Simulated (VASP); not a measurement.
A run of VASP 6.6.1:

File POSCAR:

```
Be
1.0
   -2.2900000000     -3.9663960000      0.0000000000
    3.4350000000     -1.9831980000      0.0000000000
    0.0000000000      0.0000000000      7.1768600000
Be
17
Direct
    0.6416132065      0.6114058931      0.0261909805
    0.5168618743      0.3307638114      0.2530612273
    0.8075368881      0.4813291044      0.5142781105
    0.5358207836      0.3730825602      0.7408444640
    0.5959352465      0.1028534831      0.0055492235
    0.2927976045      0.8154257683      0.2177921821
    0.5010610068     -0.0125112939      0.5033917340
    0.1970199018      0.7002377220      0.7153635434
    0.2577170131      0.4305764075     -0.0197487481
   -0.0136287748      0.3223097833      0.2072322715
    0.2770057086      0.4722189440      0.4683984361
   -0.1033413735      0.4021508747      0.8606410046
    0.0361665636     -0.0771783317     -0.0261080751
    0.7622313347      0.8382197253      0.2572005027
    0.0318552438     -0.0348883528      0.4641265122
    0.7574169095      0.8808261202      0.7472475428
    0.1520503078      0.1916975851      0.6955415042
```

File INCAR.step1:

```
PREC = Accurate
ENCUT = 520
ISMEAR = 0
SIGMA = 0.15
LREAL = Auto
LASPH = True
NELM = 100
NBANDS = 31
GGA = PE
ALGO = Normal
EDIFF = 1E-4
LWAVE = True
LCHARG = False
```

INCAR.step2

```
PREC = Accurate
ENCUT = 520
EDIFF = 1E-6
ISMEAR = 0
SIGMA = 0.15
LREAL = Auto
LASPH = True
NELM = 100
ALGO = Normal
ISIF = 2
LWAVE = False
LCHARG = True
METAGGA = R2SCAN
LMIXTAU = True
LELF = True
LVHAR = True
NBANDS = 31
ISTART = 1
```

The input KPOINTS:

```
regular mesh
0
Gamma
  5 5 3
```

Potentials or basis: VASP PAW PBE potentials, release 64 (Be).

Run with:

```sh
$ cat potpaw_PBE.64/Be/POTCAR > POTCAR
$ cp INCAR.step1 INCAR
$ mpirun -np 1 vasp_std > vasp.out
$ cp INCAR.step2 INCAR
$ mpirun -np 1 vasp_std > vasp.out
```

Hardware: 1 thread of Oxide Virtual Turin-like Processor, with other jobs on the host.

Question: Estimate the wall time of this run.

Answer: It took 12 min on 1 thread of Oxide Virtual Turin-like Processor, with other jobs on the host, peak memory 0.26 GiB. Counts: k points 38.
